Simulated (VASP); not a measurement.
# MgI2 (P-3m1) in VASP: notebook

MgI2 is run at these levels: r2SCAN; tasks: single point.

Everything below comes from runs of VASP 6.6.1. Logs are shortened: lines on timing, memory, paths and dates and some standing lists are left out, and cuts for length are marked.

## (1) The cell of the first run

Symmetry: P-3m1, No. 164, trigonal system. Conventional cell: a = 4.157 Å, b = 4.157 Å, c = 6.873 Å, α = 90.00°, β = 90.00°, γ = 120.00°. Within 3.8 Å of Mg (site symmetry -3m) lie 6 I at 2.92 Å. I (site symmetry 3m) has 3 Mg at 2.92 Å within 3.8 Å.

## (2) Single point, r2SCAN

Contents of POSCAR:

```
MgI2
1.0
    4.1572130612      0.0000000000      0.0000000000
   -2.0786065306      3.6002521199      0.0000000000
    0.0000000000      0.0000000000      6.8733253065
Mg I
1 2
Direct
    0.0000000000      0.0000000000      0.0000000000
    0.3333333333      0.6666666667      0.2426220900
    0.6666666667      0.3333333333      0.7573779100
```

Contents of INCAR.step1:

```
SYSTEM = MgI2
PREC = Accurate
ENCUT = 660
ISMEAR = 0
SIGMA = 0.001
LREAL = .False.
LASPH = .True.
NELM = 120
NBANDS = 15
GGA = PE
ALGO = Normal
EDIFF = 1E-5
LWAVE = .True.
LCHARG = .False.
GGA_COMPAT = .False.
```

Contents of INCAR.step2:

```
SYSTEM = MgI2
PREC = Accurate
ENCUT = 660
EDIFF = 1E-6
ISMEAR = 0
SIGMA = 0.001
LREAL = .False.
LASPH = .True.
NELM = 120
ALGO = Normal
ISIF = 2
LWAVE = .False.
LCHARG = .False.
METAGGA = R2SCAN
LMIXTAU = .True.
NBANDS = 15
ISTART = 1
GGA_COMPAT = .False.
```

Contents of KPOINTS:

```
Automatic mesh
0
Gamma
  6 6 4
  0 0 0
```

Potentials or basis: VASP PAW PBE potentials, release 64 (Mg, I).

On the command line:

```console
cat potpaw_PBE.64/Mg/POTCAR potpaw_PBE.64/I/POTCAR > POTCAR
cp INCAR.step1 INCAR
mpirun -np 1 vasp_std > vasp.out
cp INCAR.step2 INCAR
mpirun -np 1 vasp_std > vasp.out
```

OUTCAR:

```text
SYSTEM = MgI2
   PREC = Accurate
   ENCUT = 660
   EDIFF = 1E-6
   ISMEAR = 0
   LREAL = .False.
   LASPH = .True.
   NELM = 120
   ISIF = 2
   METAGGA = R2SCAN
   ISTART = 1

 ion  position               nearest neighbor table
   1  0.000  0.000  0.000-   2 2.92   3 2.92   2 2.92   3 2.92   3 2.92   2 2.92
   2  0.333  0.667  0.243-   1 2.92   1 2.92   1 2.92
   3  0.667  0.333  0.757-   1 2.92   1 2.92   1 2.92

  LATTYP: Found a hexagonal cell.
 ALAT       =     4.1572130612
 C/A-ratio  =     1.6533493004

  Lattice vectors:

 A1 = (   4.1572130612,   0.0000000000,   0.0000000000)
 A2 = (  -2.0786065306,   3.6002521199,   0.0000000000)
 A3 = (   0.0000000000,   0.0000000000,   6.8733253065)

Analysis of symmetry for initial positions (statically):
=====================================================================
 Subroutine PRICEL returns:
 Original cell was already a primitive cell.

 Routine SETGRP: Setting up the symmetry group for a
 hexagonal supercell.

 Subroutine GETGRP returns: Found 12 space group operations
 (whereof 12 operations were pure point group operations)
 out of a pool of 24 trial point group operations.

The static configuration has the point symmetry D_3d.

Analysis of symmetry for dynamics (positions and initial velocities):
=====================================================================
 Subroutine PRICEL returns:
 Original cell was already a primitive cell.

 Routine SETGRP: Setting up the symmetry group for a
 hexagonal supercell.

 Subroutine GETGRP returns: Found 12 space group operations
 (whereof 12 operations were pure point group operations)
 out of a pool of 24 trial point group operations.

The dynamic configuration has the point symmetry D_3d.

 Subroutine INISYM returns: Found 12 space group operations
 (whereof 12 operations are pure point group operations),
 and found     1 'primitive' translations

----------------------------------------------------------------------------------------

                                     Primitive cell

  volume of cell :     102.8732

  direct lattice vectors                    reciprocal lattice vectors
     4.157213061  0.000000000  0.000000000     0.240545766  0.138879163  0.000000000
    -2.078606531  3.600252120  0.000000000     0.000000000  0.277758325  0.000000000
     0.000000000  0.000000000  6.873325306     0.000000000  0.000000000  0.145489986

  length of vectors
     4.157213061  4.157213061  6.873325306     0.277758325  0.277758325  0.145489986

  position of ions in fractional coordinates (direct lattice)
     0.000000000  0.000000000  0.000000000
     0.333333333  0.666666667  0.242622090
     0.666666667  0.333333333  0.757377910

  ion indices of the primitive-cell ions
   primitive index   ion index
                 1           1
                 2           2
                 3           3

----------------------------------------------------------------------------------------

 KPOINTS: Automatic mesh

Automatic generation of k-mesh.
 Grid dimensions read from file:
 generate k-points for:    6    6    4

 Generating k-lattice:

  Cartesian coordinates                     Fractional coordinates (reciprocal lattice)
     0.040090961  0.023146527  0.000000000     0.166666667  0.000000000  0.000000000
     0.000000000  0.046293054  0.000000000     0.000000000  0.166666667  0.000000000
     0.000000000  0.000000000  0.036372496     0.000000000  0.000000000  0.250000000

  Length of vectors
     0.046293054  0.046293054  0.036372496

  Shift w.r.t. Gamma in fractional coordinates (k-lattice)
     0.000000000  0.000000000  0.000000000

 Subroutine IBZKPT returns following result:
 ===========================================

 Found     24 irreducible k-points:

 Following reciprocal coordinates:
            Coordinates               Weight
  0.000000  0.000000  0.000000      1.000000
  0.166667 -0.000000  0.000000      6.000000
  0.333333 -0.000000  0.000000      6.000000
  0.500000 -0.000000  0.000000      3.000000
  0.166667  0.166667  0.000000      6.000000
  0.333333  0.166667  0.000000     12.000000
[... 16 lines left out ...]
  0.333333  0.166667  0.500000     12.000000
  0.333333  0.333333  0.500000      2.000000
   k-points           NKPTS =     24   k-points in BZ     NKDIM =     24   number of bands    NBANDS=     15
   number of dos      NEDOS =    301   number of ions     NIONS =      3
   total plane-waves  NPLWV =  77760
   dimension x,y,z NGX =    36 NGY =   36 NGZ =   60
   dimension x,y,z NGXF=    72 NGYF=   72 NGZF=  120
   ions per type =               1   2
   NGX,Y,Z   is equivalent  to a cutoff of  14.40, 14.40, 14.51 a.u.
   NGXF,Y,Z  is equivalent  to a cutoff of  28.79, 28.79, 29.02 a.u.
 SYSTEM =  MgI2
   PREC   = accura    normal or accurate (medium, high low for compatibility)
   ISTART =      1    job   : 0-new  1-cont  2-samecut
   ICHARG =      0    charge: 1-file 2-atom 10-const
   ISPIN  =      1    spin polarized calculation?
   LNONCOLLINEAR =      F non collinear calculations
   LSORBIT =      F    spin-orbit coupling
   LASPH  =      T    aspherical Exc in radial PAW
   ENCUT  =  660.0 eV  48.51 Ry    6.96 a.u.   8.71  8.71 14.40*2*pi/ulx,y,z
   NELM   =    120;   NELMIN=  2; NELMDL=  0     # of ELM steps
   EDIFF  = 0.1E-05   stopping-criterion for ELM
   LREAL  =      F    real-space projection
   EDIFFG = 0.1E-04   stopping-criterion for IOM
   NSW    =      0    number of steps for IOM
   IBRION =     -1    ionic relax: 0-MD 1-quasi-New 2-CG
   NFREE  =      0    steps in history (QN), initial steepest desc. (CG)
   ISIF   =      2    stress and relaxation
   ISYM   =      2    0-nonsym 1-usesym 2-fastsym
   POTIM  = 0.5000    time-step for ionic-motion
   TEBEG  =    0.0;   TEEND  =   0.0 temperature during run
   PSTRESS=    0.0 pullay stress
   NELECT =      16.0000    total number of electrons
   NUPDOWN=      -1.0000    fix difference up-down
   EMIN   =  10.00;   EMAX   =-10.00  energy-range for DOS
   EFERMI =   0.00;   METHOD = LEGACY
   ISMEAR =     0;   SIGMA  =   0.00  broadening in eV -4-tet -1-fermi 0-gaus
   EFERMI_NEDOS =   21; number of points for ismear=-14 and -15
   IALGO  =     38    algorithm
   IMIX   =      4    mixing-type and parameters
     AMIX     =   0.40;   BMIX     =  1.00
     AMIX_MAG =   1.60;   BMIX_MAG =  1.00
  volume/ion in A,a.u.               =      34.29       231.41
  Fermi-wavevector in a.u.,A,eV,Ry     =   0.880402  1.663718 10.545969  0.775107
  Thomas-Fermi vector in A             =   2.000757
   LORBIT       =      0    0 simple, 1 ext, 2 COOP (PROOUT), +10 PAW based schemes
   METAGGA = R2SCAN    functional components
   LHFCALC =     F    Hartree Fock is set to
   AEXX    =    0.0000 exact exchange contribution
   IVDW    =     0    specifies the selected vdW correction
   LEPSILON=     F    determine dielectric tensor
   LRPA    =     F    only Hartree local field effects (RPA)
 non-spin polarized calculation
 Gauss-broadening in eV      SIGMA  =   0.00
  energy-cutoff  :      660.00
  volume of cell :      102.87
 maximum number of plane-waves:      3980
 NGX is ok and might be reduce to    36
   NGX = 17   NGY = 17   NGZ = 29

 number of electron      16.0000001 magnetization

 Free energy of the ion-electron system (eV)
  ---------------------------------------------------
  ext. energy  EPLUGINS =         0.00000000
  ---------------------------------------------------
  free energy    TOTEN  =       -56.92842138 eV

  energy without entropy =      -56.92842138  energy(sigma->0) =      -56.92842138

 E-fermi :   2.0447     XC(G=0):  -8.5562

 val. band max:        2.0028145885   @ k =   0.0000   0.0000   0.0000
 cond. band min:       6.1045267169   @ k =   0.5000  -0.0000   0.2500
 fundamental gap:      4.1017121284
 Fermi energy:         2.0447495256

 k-point     1 :       0.0000    0.0000    0.0000
  band No.  band energies     occupation
      1     -10.4492      2.00000
      2      -9.6964      2.00000
      3      -1.5640      2.00000
      4       1.5124      2.00000
      5       1.5124      2.00000
      6       1.9115      2.00000
      7       1.9115      2.00000
      8       2.0028      2.00000
      9       6.4826      0.00000
     10       7.4177      0.00000
     11       9.2851      0.00000
     12       9.2851      0.00000
     13      10.1034      0.00000
     14      10.7543      0.00000
     15      10.7543      0.00000

 k-point     2 :       0.1667   -0.0000    0.0000
  band No.  band energies     occupation
      1     -10.3007      2.00000
      2      -9.6209      2.00000
      3      -1.3617      2.00000
      4       0.5375      2.00000
      5       1.0748      2.00000
      6       1.2028      2.00000
      7       1.8509      2.00000
      8       1.9010      2.00000
      9       7.2948      0.00000
     10       8.0374      0.00000
     11       8.8359      0.00000
     12       9.6703      0.00000
     13       9.8138      0.00000
     14      10.6018      0.00000
     15      11.1523      0.00000

 k-point     3 :       0.3333   -0.0000    0.0000
  band No.  band energies     occupation
      1      -9.9457      2.00000
      2      -9.4890      2.00000
      3      -1.1677      2.00000
      4      -0.6428      2.00000
      5       0.0107      2.00000
      6       0.7563      2.00000
      7       1.5132      2.00000
      8       1.6341      2.00000
      9       6.6375      0.00000
     10       8.1304      0.00000
     11       8.4574      0.00000
     12       9.6826      0.00000
     13      10.2863      0.00000
     14      11.3631      0.00000
     15      11.7430      0.00000

 k-point     4 :       0.5000   -0.0000    0.0000
  band No.  band energies     occupation
      1      -9.6973      2.00000
      2      -9.4706      2.00000
      3      -1.6212      2.00000
      4      -0.8621      2.00000
      5       0.1030      2.00000
      6       0.5727      2.00000
      7       1.0799      2.00000
      8       1.5174      2.00000
      9       6.1976      0.00000
     10       7.9618      0.00000
     11       8.0118      0.00000
     12       9.5258      0.00000
     13      10.6612      0.00000
     14      12.0491      0.00000
     15      12.4653      0.00000
[... 307 lines left out ...]
 k-point    22 :       0.1667    0.1667    0.5000
  band No.  band energies     occupation
      1      -9.9232      2.00000
      2      -9.6611      2.00000
      3      -0.9634      2.00000
      4      -0.4060      2.00000
      5       0.4678      2.00000
      6       0.9448      2.00000
      7       1.2154      2.00000
      8       1.3389      2.00000
      9       7.2455      0.00000
     10       8.4711      0.00000
     11       9.2725      0.00000
     12       9.6551      0.00000
     13       9.8930      0.00000
     14      10.1844      0.00000
     15      11.3008      0.00000

 k-point    23 :       0.3333    0.1667    0.5000
  band No.  band energies     occupation
      1      -9.6465      2.00000
      2      -9.5241      2.00000
      3      -1.4499      2.00000
      4      -1.0153      2.00000
      5       0.0294      2.00000
      6       0.4297      2.00000
      7       1.2678      2.00000
      8       1.3995      2.00000
      9       6.8918      0.00000
     10       8.1524      0.00000
     11       8.8495      0.00000
     12       9.4838      0.00000
     13       9.7378      0.00000
     14      10.8353      0.00000
     15      11.8904      0.00000

 k-point    24 :       0.3333    0.3333    0.5000
  band No.  band energies     occupation
      1      -9.5132      2.00000
      2      -9.5132      2.00000
      3      -1.1729      2.00000
      4      -0.8163      2.00000
      5      -0.8163      2.00000
      6      -0.2529      2.00000
      7       1.4306      2.00000
      8       1.4306      2.00000
      9       7.4323      0.00000
     10       8.3713      0.00000
     11       8.3713      0.00000
     12       9.8468      0.00000
     13      10.9598      0.00000
     14      11.2240      0.00000
     15      11.4512      0.00000

------------------------ aborting loop because EDIFF is reached ----------------------------------------

  FORCE on cell =-STRESS in cart. coord.  units (eV):
  Direction    XX          YY          ZZ          XY          YZ          ZX
  --------------------------------------------------------------------------------------
  -------------------------------------------------------------------------------------
  Total        0.3213380      0.3213380      0.3642404     -0.0000000      0.0000000      0.0000000
  in kB        5.0046141      5.0046141      5.6727885     -0.0000000      0.0000000      0.0000000
  external PRESSURE =       5.2273389 kB  Pullay stress =       0.0000000 kB

 VOLUME and BASIS-vectors are now :
 -----------------------------------------------------------------------------
  energy-cutoff  :      660.00
  volume of cell :      102.87
      direct lattice vectors                 reciprocal lattice vectors
     4.157213061  0.000000000  0.000000000     0.240545766  0.138879163  0.000000000
    -2.078606531  3.600252120  0.000000000     0.000000000  0.277758325  0.000000000
     0.000000000  0.000000000  6.873325306     0.000000000  0.000000000  0.145489986

 POSITION                                       TOTAL-FORCE (eV/Angst)
 -----------------------------------------------------------------------------------
      0.00000      0.00000      0.00000         0.000000      0.000000      0.000000
     -0.00000      2.40017      1.66762        -0.000000     -0.000000     -0.044129
      2.07861      1.20008      5.20570         0.000000      0.000000      0.044129
 -----------------------------------------------------------------------------------
    total drift:                               -0.000000      0.000000      0.000000

  FREE ENERGIE OF THE ION-ELECTRON SYSTEM (eV)
  ---------------------------------------------------
  free  energy   TOTEN  =       -56.9284213810 eV

  energy  without entropy=      -56.9284213810  energy(sigma->0) =      -56.92842138
```

Run time: 2.3 min. Hardware: 1 thread of AMD EPYC 9R45 (Zen 5), shared host; peak memory 0.28 GiB.

What came out:

| Item | Value |
| --- | --- |
| Free energy | -56.9284 eV |
| Pressure | 0.5 GPa |
| Largest force | 0.044 eV/Å |
| Band gap on the k mesh | 4.10 eV, indirect (least direct gap 4.48 eV) |

Forces in eV/Å, atoms in the order of the input:
```
Mg   0.000  0.000  0.000
I    0.000  0.000 -0.044
I    0.000  0.000  0.044
```

Caveat: the PAW data sets were made with another functional, which shifts forces and pressure a little; spin-orbit coupling is left out, which moves the levels of the heavy elements. A k mesh can miss the band edges.

(Continued in part 2 of 2.)
